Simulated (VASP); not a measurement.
**Ge: single point with PBE+D3(BJ)**

Ge, a slab with vacuum:

```
CELL_PARAMETERS angstrom
4.02269 0.00000 0.00000
-2.01134 3.48375 0.00000
0.00000 0.00000 18.86852
ATOMIC_POSITIONS crystal
Ge 0.33333 0.66667 0.27476
Ge 0.66667 0.33333 0.23849
Ge 0.11111 0.22222 0.51507
Ge 0.77778 0.55556 0.47880
```

This cell differs from its parent crystal: layers slid over each other.

```
Program             : VASP 6.6.1
Task                : single point
Functional          : PBE
Dispersion          : D3(BJ)
Potentials or basis : VASP PAW PBE potentials, release 64 (Ge_d)
Cutoff              : 520 eV
k mesh              : 9 × 9 × 1
Occupations         : gaussian, width 0.1 eV
Spin                : no spin polarisation
```

| Property | Result |
| --- | --- |
| Largest force | 0.178 eV/Å |
| Band gap on the k mesh | 0.21 eV |
| Dispersion energy per atom | -0.201 eV |

Forces on the atoms (eV/Å):
```
Ge   0.000  0.003  0.162
Ge   0.000 -0.003  0.031
Ge   0.000  0.001 -0.015
Ge   0.000 -0.001 -0.178
```

Levels at points of the mesh, in eV from the valence-band top:
```
           k point  band 26  band 27  band 28  band 29  band 30  band 31
(0.00, 0.00, 0.00)    -0.34    -0.30    -0.28     0.63     0.77     2.14
```

Wall time 4 min on 1 thread of Intel(R) Xeon(R) Platinum 8488C (Sapphire Rapids), with other jobs on the host, peak memory 0.44 GiB.

Caveat: the cell differs from its parent crystal (layers slid over each other).
